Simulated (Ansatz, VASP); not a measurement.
## GaN: VASP beside Ansatz

```
CELL_PARAMETERS angstrom
2.22770 2.22770 0.00000
-2.22770 2.22770 0.00000
0.00000 2.22770 2.22770
ATOMIC_POSITIONS crystal
Ga 0.00000 0.00000 0.00000
N 0.25000 0.75000 0.50000
```

Alike in both runs: functional LDA; k mesh 14 × 14 × 14; occupations fermi-dirac, width 0.05 eV; no spin polarisation.

Ansatz relaxed the structure, and its values are those at the end. VASP's run is a single point on that final structure, the one shown.

|  | VASP | Ansatz |
| --- | --- | --- |
| version | VASP 6.6.1 | Ansatz 0.2.0 |
| potentials or method | VASP PAW LDA potentials, release 64 (Ga_d, N) | PAW with Ansatz's default frozen-core files, scalar-relativistic |
| plane-wave cutoff (eV) | 520 | 420 |
| valence electrons in the cell | 18 | 18 |

Ansatz gave:

| Item | Value |
| --- | --- |
| pressure (GPa) | 0.0 |

**Question.** Estimate VASP's values.

**Answer.** Pressure (GPa): 1.1.

LDA's correlation is that of Perdew and Zunger in VASP and of Perdew and Wang (1992) in Ansatz.
